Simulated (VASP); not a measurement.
The system is TePb.

```
Te Pb
1.0
     0.00000    3.25367    3.25367
     3.25367    0.00000    3.25367
     3.25367    3.25367    0.00000
Te Pb
1 1
Direct
  0.50000 0.50000 0.50000
  0.00000 0.00000 0.00000
```

This cell differs from its parent crystal: volume scaled by 1.025.

Base run:

```yaml
Program: VASP 6.6.1
Functional: PBE
Potentials_or_basis: VASP PAW PBE potentials, release 64 (Te, Pb_d)
Cutoff: 520 eV
k_mesh: 10 × 10 × 10
Occupations: fermi-dirac, width 0.03 eV
Spin: no spin polarisation
```

Its results: band gap on the k mesh 0.78 eV, direct; pressure 1.1 GPa.

Problem. The run is repeated on the same cell with these changes: dispersion from none to D3(BJ). What comes out?

Solution. Band gap on the k mesh 0.78 eV, direct; pressure -0.8 GPa.

Dispersion adds attraction, which lowers the pressure at fixed volume and, as a term added to the energy, leaves the levels alone.

Caveats: spin-orbit coupling is left out, which moves the levels of the heavy elements.

A k mesh can miss the band edges.
